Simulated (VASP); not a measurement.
Runs of VASP 6.6.1 on ZnSe. The structure is that of space group F-43m (No. 216), or close to it. The cells are those of the table. 

| task | cell | k mesh for the DOS | occupations for the DOS | gap on the mesh (eV) | pressure (GPa) |
| --- | --- | --- | --- | --- | --- |
| single point | a = 4.060 Å, angles 60.0°, 2 atoms | - | - | 0.91 | -5.1 |
| single point | a = 4.021 Å, angles 60.0°, 2 atoms | - | - | 1.03 | -3.6 |
| single point | a = 3.988, b = 3.988, c = 4.008 Å, angles 59.8, 59.8, 60.3°, 2 atoms | - | - | 1.08 | -2.5 |
| electric field gradients | a = 4.060 Å, angles 60.0°, 2 atoms | - | - | 0.91 | -5.1 |
| electric field gradients | a = 3.968, b = 3.968, c = 4.008 Å, angles 59.7, 59.7, 60.7°, 2 atoms | - | - | 1.10 | -1.9 |
| single point | a = 3.926 Å, angles 60.0°, 2 atoms | - | - | 1.33 | 1.0 |
| electric field gradients | a = 3.968, b = 3.968, c = 3.927 Å, angles 60.3, 60.3, 59.3°, 2 atoms | - | - | (c) | (b) |
| single point | a = 3.968, b = 3.968, c = 4.008 Å, angles 59.7, 59.7, 60.7°, 2 atoms | - | - | 1.10 | -1.9 |
| electric field gradients | a = 4.028, b = 4.028, c = 4.048 Å, angles 59.8, 59.8, 60.3°, 2 atoms | - | - | 0.96 | (a) |
| electric field gradients | a = 4.028, b = 4.028, c = 4.008 Å, angles 60.2, 60.2, 59.7°, 2 atoms | - | - | 1.02 | -3.6 |

Alike in all rows: level LDA; potentials or basis VASP PAW LDA potentials, release 64 (Zn, Se); no spin polarisation; k mesh 8 × 8 × 8; cutoff (eV) 520; smearing fermi-dirac 0.03 eV.

Task: Estimate the missing entries.

Result: (a) -4.2; (b) -0.6; (c) 1.21.

A k mesh can miss the band edges, and the runs leave out spin-orbit coupling on Se.
